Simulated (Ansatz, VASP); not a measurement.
**AlCu3: VASP beside Ansatz**

```
Al Cu
1.0
     3.49930    0.00000    0.00000
     0.00000    3.49930    0.00000
     0.00000    0.00000    3.49930
Al Cu
1 3
Direct
  0.00000 0.00000 0.00000
  0.50000 0.49465 0.00000
  0.50000 0.00000 0.50000
  0.00000 0.50535 0.50000
```

Change from the starting cell: mode 5 frozen in at -0.019 Å, equal normal strain along x, y and z -0.0250.

Alike in both runs: task single point; functional LDA; k mesh 12 × 12 × 12; occupations gaussian, width 0.15 eV; no spin polarisation.

|  | VASP | Ansatz |
| --- | --- | --- |
| version | VASP 6.6.1 | Ansatz 0.2.0 |
| potentials or method | VASP PAW LDA potentials, release 64 (Al, Cu), cutoff 520 eV | scalar-relativistic, plane waves, PAW |
| valence electrons in the cell | 36 | 60 |

VASP gave:

```
gap on the k mesh at the Fermi level (eV) : none
pressure (GPa)                            : 15.9
rms of the force components (eV/Å)        : 0.070
```

Problem. What did Ansatz give for the same quantities?

Solution. gap on the k mesh at the Fermi level (eV): none; pressure (GPa): 15.2; rms of the force components (eV/Å): 0.069.

Ansatz warns that its potentials were made for another functional, while VASP's fit it. LDA's correlation is that of Perdew and Zunger in VASP and of Perdew and Wang (1992) in Ansatz. Atom by atom the forces differ by 0.001 eV/Å (rms over components). A gap of «none» marks a metal or a gap that the smearing closes. VASP's potentials hold 36 valence electrons a cell and Ansatz's 60, so a difference there can come from the potentials and not from the codes.
